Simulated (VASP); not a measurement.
PbS:

```
Pb S
1.0
     3.63513    0.00000    0.00000
     0.00000    3.63513    0.00000
     0.00000    0.00000    3.63513
Pb S
1 1
Direct
  0.00000 0.00000 0.00000
  0.50000 0.50000 0.50000
```

Base run:

| Item | Value |
| --- | --- |
| Program | VASP 6.6.1 |
| Functional | r2SCAN |
| Potentials or basis | VASP PAW PBE potentials, release 64 (Pb_d, S) |
| Cutoff | 550 eV |
| k mesh | 6 × 6 × 6 |
| Occupations | fermi-dirac, width 0.02 eV |
| Spin | no spin polarisation |

Its results: band gap on the k mesh zero (bands 10 and 11 overlap by 0.31 eV); pressure 0.0 GPa.

The run is repeated on the same cell with these changes: functional from r2SCAN to PBEsol; cutoff from 550 eV to 500 eV. What comes out?

Band gap on the k mesh zero (bands 10 and 11 overlap by 0.65 eV); pressure -2.5 GPa.

Caveats: semilocal functionals underestimate gaps, so a narrow gap can read as zero; the PAW data sets were made with another functional, which shifts forces and pressure a little; spin-orbit coupling is left out, which moves the levels of the heavy elements.
